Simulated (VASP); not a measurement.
A run of VASP 6.6.1:

The input INCAR:

```
PREC = Accurate
ENCUT = 520
EDIFF = 1E-6
ISMEAR = 0
SIGMA = 0.1
LREAL = Auto
LASPH = T
NELM = 100
ALGO = Normal
ISIF = 2
LWAVE = F
LCHARG = T
LDIPOL = T
IDIPOL = 3
DIPOL = 0.5 0.5 0.500
GGA = CA
LELF = T
LVHAR = T
LVACPOTAV = T
NBANDS = 44
```

File KPOINTS:

```
Automatic mesh
0
Gamma
  20 20 1
```

File POSCAR:

```
Al
1.0
    2.8637824638      0.0000000000      0.0000000000
    0.0000000000      2.8637824638      0.0000000000
    0.0000000000      0.0000000000     56.4500000000
Al
19
Direct
    0.0000000000      0.0000000000      0.1870375684
    0.5000000000      0.5000000000      0.2222901234
    0.0000000000      0.0000000000      0.2572686248
    0.5000000000      0.5000000000      0.2921802372
    0.0000000000      0.0000000000      0.3267532701
    0.5000000000      0.5000000000      0.3612506131
    0.0000000000      0.0000000000      0.3959450976
    0.5000000000      0.5000000000      0.4305275249
    0.0000000000      0.0000000000      0.4653025147
    0.5000000000      0.5000000000      0.4999999972
    0.0000000000      0.0000000000      0.5346974919
    0.5000000000      0.5000000000      0.5694724722
    0.0000000000      0.0000000000      0.6040549021
    0.5000000000      0.5000000000      0.6387493905
    0.0000000000      0.0000000000      0.6732467230
    0.5000000000      0.5000000000      0.7078197750
    0.0000000000      0.0000000000      0.7427313572
    0.5000000000      0.5000000000      0.7777098853
    0.0000000000      0.0000000000      0.8129624315
```

Potentials or basis: VASP PAW LDA potentials, release 64 (Al).

Command:

```bash
$ cat potpaw_LDA.64/Al/POTCAR > POTCAR
$ mpirun -np 1 vasp_std > vasp.out
```

Hardware: 1 thread of Intel(R) Xeon(R) 6975P-C (Granite Rapids), with other jobs on the host.

Estimate the wall time of this run.

It took 41 min on 1 thread of Intel(R) Xeon(R) 6975P-C (Granite Rapids), on a shared host, peak memory 0.95 GiB. Counts: scf iterations 33, k points 66.
